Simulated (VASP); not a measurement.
# Mo (R-3m) in VASP: relaxation of cell and atoms with PBE

Aim: the relaxation of cell and atoms of Mo with PBE.

Program: VASP 6.6.1. These are calculated values, not measurements. Logs are shortened: lines on timing, memory, paths and dates and some standing lists are left out, and cuts for length are marked.

## Step 1: The cell of the first run

Symmetry: R-3m, No. 166, trigonal system. Conventional cell: a = 2.756 Å, b = 2.756 Å, c = 7.350 Å, α = 90.00°, β = 90.00°, γ = 120.00°. Mo (site symmetry -3m) has 12 Mo at 2.76 to 2.92 Å within 3.6 Å.

## Step 2: Relaxation of cell and atoms, PBE

Input file INCAR:

```
SYSTEM = Mo
PREC     = Accurate       ! precision mode
ENCUT    = 600            ! plane-wave cutoff, eV
EDIFF    = 1E-6           ! SCF threshold, eV
ISMEAR   = 0              ! smearing method
SIGMA    = 0.1            ! smearing width, eV
LREAL    = .False.        ! projectors in reciprocal space
LASPH    = .True.         ! aspherical terms in the spheres
NELM     = 100            ! most SCF steps
ALGO     = Fast           ! electronic algorithm
ISIF     = 3              ! what is computed and relaxed
LWAVE    = .False.        ! write WAVECAR
LCHARG   = .False.        ! write CHGCAR
GGA      = PE             ! functional
IBRION   = 2              ! ionic algorithm
NSW      = 65             ! ionic steps
EDIFFG   = -0.01          ! ionic threshold
```

Input file KPOINTS:

```
Automatic mesh
0
Gamma
  18 18 7
  0 0 0
```

Input file POSCAR:

```
Mo
1.0
    2.7561238533      0.0000000000      0.0000000000
   -1.3780619267      2.3868732730      0.0000000000
    0.0000000000      0.0000000000      7.3497271783
Mo
3
Direct
    0.0000000000      0.0000000000      0.0000000000
    0.3333333333      0.6666666667      0.3333333333
    0.6666666667      0.3333333333      0.6666666667
```

Potentials or basis: VASP PAW PBE potentials, release 64 (Mo_sv).

The run is started by

```
cat potpaw_PBE.64/Mo_sv/POTCAR > POTCAR
mpirun -np 1 vasp_std > vasp.out
```

OUTCAR:

```text
SYSTEM = Mo
   PREC = Accurate
   ENCUT = 600
   EDIFF = 1E-6
   ISMEAR = 0
   LREAL = .False.
   LASPH = .True.
   NELM = 100
   ISIF = 3
   GGA = PE
   IBRION = 2
   NSW = 65
   EDIFFG = -0.01

 ion  position               nearest neighbor table
   1  0.000  0.000  0.000-   2 2.92   3 2.92   3 2.92   2 2.92   3 2.92   2 2.92
   2  0.333  0.667  0.333-   1 2.92   1 2.92   1 2.92   3 2.92   3 2.92   3 2.92
   3  0.667  0.333  0.667-   1 2.92   1 2.92   1 2.92   2 2.92   2 2.92   2 2.92

  LATTYP: Found a hexagonal cell.
 ALAT       =     2.7561238533
 C/A-ratio  =     2.6666897315

  Lattice vectors:

 A1 = (   2.7561238533,   0.0000000000,   0.0000000000)
 A2 = (  -1.3780619267,   2.3868732730,   0.0000000000)
 A3 = (   0.0000000000,   0.0000000000,   7.3497271783)

Analysis of symmetry for initial positions (statically):
=====================================================================
 Subroutine PRICEL returns following result:

  LATTYP: Found a trigonal (rhomboedric) cell.
 ALAT       =     2.9213228675
 COS(alpha) =     0.5549504694

  Lattice vectors:

 A1 = (   1.3780619265,  -0.7956244243,   2.4499090592)
 A2 = (  -0.0000000002,   1.5912488487,   2.4499090592)
 A3 = (  -1.3780619264,  -0.7956244245,   2.4499090599)

   3 primitive cells build up your supercell.

 Routine SETGRP: Setting up the symmetry group for a
 hexagonal supercell.

 Subroutine GETGRP returns: Found 12 space group operations
 (whereof 12 operations were pure point group operations)
 out of a pool of 24 trial point group operations.

The static configuration has the point symmetry D_3d.

Analysis of symmetry for dynamics (positions and initial velocities):
=====================================================================
 Subroutine PRICEL returns following result:

  LATTYP: Found a trigonal (rhomboedric) cell.
 ALAT       =     2.9213228675
 COS(alpha) =     0.5549504694

  Lattice vectors:

 A1 = (   1.3780619265,  -0.7956244243,   2.4499090592)
 A2 = (  -0.0000000002,   1.5912488487,   2.4499090592)
 A3 = (  -1.3780619264,  -0.7956244245,   2.4499090599)

   3 primitive cells build up your supercell.

 Routine SETGRP: Setting up the symmetry group for a
[... 121 lines left out ...]
   IALGO  =     68    algorithm
   IMIX   =      4    mixing-type and parameters
     AMIX     =   0.40;   BMIX     =  1.00
     AMIX_MAG =   1.60;   BMIX_MAG =  1.00
  volume/ion in A,a.u.               =      16.12       108.76
  Fermi-wavevector in a.u.,A,eV,Ry     =   1.562038  2.951823 33.197692  2.439962
  Thomas-Fermi vector in A             =   2.665015
   LORBIT       =      0    0 simple, 1 ext, 2 COOP (PROOUT), +10 PAW based schemes
   GGA     = PE    functional components
   LHFCALC =     F    Hartree Fock is set to
   AEXX    =    0.0000 exact exchange contribution
   IVDW    =     0    specifies the selected vdW correction
   LEPSILON=     F    determine dielectric tensor
   LRPA    =     F    only Hartree local field effects (RPA)
 conjugate gradient relaxation of ions
 non-spin polarized calculation
 RMM-DIIS sequential band-by-band and
 Gauss-broadening in eV      SIGMA  =   0.10
  energy-cutoff  :      600.00
  volume of cell :       48.35
 maximum number of plane-waves:      1649
 NGX is ok and might be reduce to    24
   NGX = 11   NGY = 11   NGZ = 29

--------------------------------------- Ionic step        1  -------------------------------------------

 number of electron      41.9999993 magnetization

 Free energy of the ion-electron system (eV)
  ---------------------------------------------------
  ext. energy  EPLUGINS =         0.00000000
  ---------------------------------------------------
  free energy    TOTEN  =       -31.53523899 eV

  energy without entropy =      -31.51684257  energy(sigma->0) =      -31.52604078

------------------------ aborting loop because EDIFF is reached ----------------------------------------

  FORCE on cell =-STRESS in cart. coord.  units (eV):
  Direction    XX          YY          ZZ          XY          YZ          ZX
  --------------------------------------------------------------------------------------
  -------------------------------------------------------------------------------------
  Total        0.6309012      0.6309012     -0.7929474     -0.0000000     -0.0000000      0.0000000
  in kB       20.9060811     20.9060811    -26.2757834     -0.0000000     -0.0000000      0.0000000
  external PRESSURE =       5.1787929 kB  Pullay stress =       0.0000000 kB
[... 92 lines left out ...]
  FREE ENERGIE OF THE ION-ELECTRON SYSTEM (eV)
  ---------------------------------------------------
  free  energy   TOTEN  =       -31.5455359957 eV

  energy  without entropy=      -31.5261079786  energy(sigma->0) =      -31.53582199

[... ionic steps 4 to 15 ...]

--------------------------------------- Ionic step       16  -------------------------------------------

 number of electron      42.0000004 magnetization

------------------------ aborting loop because EDIFF is reached ----------------------------------------
[... 69 lines left out ...]
--------------------------------------- Ionic step       18  -------------------------------------------

 number of electron      42.0000004 magnetization

 Free energy of the ion-electron system (eV)
  ---------------------------------------------------
  ext. energy  EPLUGINS =         0.00000000
  ---------------------------------------------------
  free energy    TOTEN  =       -31.54873290 eV

  energy without entropy =      -31.52796160  energy(sigma->0) =      -31.53834725

 E-fermi :  11.7717     XC(G=0): -13.2084

 val. band max:       11.7699249469   @ k =   0.3333   0.1111   0.2857
 cond. band min:      11.7727793466   @ k =   0.3333   0.1111   0.4286
 fundamental gap:      0.0028543996
 Fermi energy:        11.7717404527

 k-point     1 :       0.0000    0.0000    0.0000
  band No.  band energies     occupation
      1     -49.0070      2.00000
      2     -48.8719      2.00000
      3     -48.8719      2.00000
      4     -23.3261      2.00000
      5     -23.3261      2.00000
      6     -22.4560      2.00000
[... 661 lines left out ...]
     24      14.7546      0.00000
     25      14.9202      0.00000

 [... further k-points ...]

------------------------ aborting loop because EDIFF is reached ----------------------------------------

  FORCE on cell =-STRESS in cart. coord.  units (eV):
  Direction    XX          YY          ZZ          XY          YZ          ZX
  --------------------------------------------------------------------------------------
  -------------------------------------------------------------------------------------
  Total       -0.0012343     -0.0012343      0.0091477      0.0000000      0.0000000      0.0000000
  in kB       -0.0409672     -0.0409672      0.3036157      0.0000000      0.0000000      0.0000000
  external PRESSURE =       0.0738938 kB  Pullay stress =       0.0000000 kB
[... 18 lines left out ...]
  FREE ENERGIE OF THE ION-ELECTRON SYSTEM (eV)
  ---------------------------------------------------
  free  energy   TOTEN  =       -31.5487328982 eV

  energy  without entropy=      -31.5279616037  energy(sigma->0) =      -31.53834725

 reached required accuracy - stopping structural energy minimisation
```

It took 24 min on 1 thread of Intel Xeon Platinum 8488C (Sapphire Rapids), shared host; peak memory 0.39 GiB.

Results:

```yaml
Free_energy: -31.5487 eV
Relaxed_volume: 16.09 Å³/atom
Relaxed_cell: a = 2.787 Å, b = 2.787 Å, c = 7.174 Å, α = 90.00°, β = 90.00°, γ = 120.00°
Space_group_after_relaxing_to_0.1_Å: R-3m (No. 166)
Energy_gained_by_relaxing: 4.5 meV/atom
Ionic_steps: 18
Pressure_after_relaxing: 0.0 GPa
Band_gap_on_the_k_mesh: zero (bands 21 and 22 overlap by 1.67 eV)
```

Step by step:
| step | energy change (eV) | largest force (eV/Å) | pressure (GPa) | volume (Å³) |
| --- | --- | --- | --- | --- |
| 1 | 0.0000 | 0.0000 | 0.52 | 48.35 |
| 2 | -0.0103 | 0.0000 | -1.86 | 48.71 |
| 3 | -0.0103 | 0.0000 | -1.79 | 48.69 |
| 4 | -0.0093 | 0.0000 | 2.61 | 47.74 |
| 5 | -0.0134 | 0.0000 | 0.10 | 48.26 |
| 6 | -0.0134 | 0.0000 | 0.26 | 48.24 |
| 7 | -0.0133 | 0.0000 | -0.68 | 48.39 |
| 8 | -0.0134 | 0.0000 | 0.00 | 48.30 |
| 9 | -0.0134 | 0.0000 | -0.12 | 48.31 |
| 10 | -0.0134 | 0.0000 | -0.11 | 48.31 |
| 11 | -0.0134 | 0.0000 | 0.24 | 48.25 |
| 12 | -0.0134 | 0.0000 | 0.05 | 48.27 |
| 13 | -0.0134 | 0.0000 | 0.08 | 48.27 |
| 14 | -0.0135 | 0.0000 | 0.08 | 48.26 |
| 15 | -0.0135 | 0.0000 | 0.09 | 48.26 |
| 16 | -0.0135 | 0.0000 | 0.10 | 48.25 |
| 17 | -0.0135 | 0.0000 | -0.30 | 48.31 |
| 18 | -0.0135 | 0.0000 | 0.01 | 48.27 |

Final structure:
```
Mo
1.0
     2.78743    0.00000    0.00000
    -1.39372    2.41399    0.00000
     0.00000    0.00000    7.17399
Mo
3
Direct
  0.00000 0.00000 0.00000
  0.33333 0.66667 0.33333
  0.66667 0.33333 0.66667
```
